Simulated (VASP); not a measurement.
The system is Ni.

```
CELL_PARAMETERS angstrom
-1.38837 1.38837 1.31320
1.38837 -1.38837 1.31320
1.38837 1.38837 -1.31320
ATOMIC_POSITIONS crystal
Ni 0.00000 0.00000 0.00000
```

```yaml
Program: VASP 6.6.1
Task: relaxation of cell and atoms
Functional: r2SCAN
Potentials_or_basis: VASP PAW PBE potentials, release 64 (Ni)
Cutoff: 600 eV
k_mesh: 10 × 10 × 10
Occupations: gaussian, width 0.1 eV
Spin: collinear spin, ferromagnetic start
Starting_moments: "[0.78] μB"
```

At the start: pressure 11.0 GPa; volume 10.13 Å³/atom.

Problem. How do energy, volume and symmetry change on relaxing?

Solution. Over 10 steps the energy falls by 42.5 meV/atom and the volume is 10.64 Å³/atom (+5.1 %); space group I4/mmm (No. 139, to 0.1 Å) before and after; moment 0.71 μB per cell.

Step by step:
| step | energy change (eV) | largest force (eV/Å) | pressure (GPa) | volume (Å³) |
| --- | --- | --- | --- | --- |
| 1 | 0.0000 | 0.0000 | 10.99 | 10.13 |
| 2 | -0.0039 | 0.0000 | -10.07 | 11.18 |
| 3 | -0.0191 | 0.0000 | -1.28 | 10.66 |
| 4 | -0.0283 | 0.0000 | -1.50 | 10.67 |
| 5 | -0.0399 | 0.0000 | -1.25 | 10.68 |
| 6 | -0.0256 | 0.0000 | 1.02 | 10.66 |
| 7 | -0.0422 | 0.0000 | -0.95 | 10.68 |
| 8 | -0.0424 | 0.0000 | -0.88 | 10.68 |
| 9 | -0.0421 | 0.0000 | 1.57 | 10.56 |
| 10 | -0.0425 | 0.0000 | -0.04 | 10.64 |

Final structure:
```cif
data_structure
_symmetry_space_group_name_H-M 'P 1'
_symmetry_Int_Tables_number 1
_cell_length_a 2.4125
_cell_length_b 2.4125
_cell_length_c 2.4125
_cell_angle_alpha 105.499
_cell_angle_beta 105.499
_cell_angle_gamma 117.746
_cell_volume 10.64
loop_
_atom_site_label
_atom_site_type_symbol
_atom_site_fract_x
_atom_site_fract_y
_atom_site_fract_z
_atom_site_occupancy
Ni1 Ni 0.00000 0.00000 0.00000 1
```

Caveat: the PAW data sets were made with another functional, which shifts forces and pressure a little.
